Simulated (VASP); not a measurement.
Write the native input for VASP 6.6.1 that does the following.

| Property | Result |
| --- | --- |
| Task | single point |
| Functional | PBE |
| Potentials or basis | VASP PAW PBE potentials, release 64 (Nb_sv, Te) |
| Cutoff | 520 eV |
| k mesh | 6 × 6 × 4 |
| Occupations | methfessel-paxton, width 0.087 eV |
| Spin | no spin polarisation |
| Hubbard terms | Nb d U = 1.9 eV |
| Dipole correction | no |
| Further INCAR settings | ALGO = Normal; EDIFF = 1e-06; NBANDS = 16 |

The structure of NbTe lies in POSCAR:

```
NbTe
1.0
    3.7029743866      0.0000000000      0.0000000000
   -1.8514871933      3.2068698884      0.0000000000
    0.0000000000      0.0000000000      3.6942110000
Nb Te
1 1
Direct
    0.0000000000      0.0000000000      0.5000000000
    0.6666666667      0.3333333333      0.0000000000
```

The input as run:

INCAR

```
SYSTEM = NbTe
PREC = Accurate
ENCUT = 520
EDIFF = 1E-6
ISMEAR = 1
SIGMA = 0.087
LREAL = .FALSE.
LASPH = .TRUE.
NELM = 150
ALGO = Normal
ISIF = 2
LWAVE = .FALSE.
LCHARG = .FALSE.
LMAXMIX = 4
LDAU = .TRUE.
LDAUTYPE = 2
LDAUL = 2 -1
LDAUU = 1.9 0
LDAUJ = 0 0
LDAUPRINT = 1
GGA = PE
NBANDS = 16
```

KPOINTS

```
regular mesh
0
G
  6 6 4
  0 0 0
```

Potentials or basis: VASP PAW PBE potentials, release 64 (Nb_sv, Te).

Command:

```bash
$ cat potpaw_PBE.64/Nb_sv/POTCAR potpaw_PBE.64/Te/POTCAR > POTCAR
$ mpirun -np 1 vasp_std > vasp.out
```

It gave:

| Property | Result |
| --- | --- |
| Pressure | 0.7 GPa |

Caveat: the k points lie up to 0.43 Å⁻¹ apart; U without spin polarisation on a metal has little footing; the U is typed as a test and isn't derived for this compound.

It took 9 s on 1 thread of Intel(R) Xeon(R) Platinum 8488C (Sapphire Rapids), with other jobs on the host, peak memory 0.16 GiB.
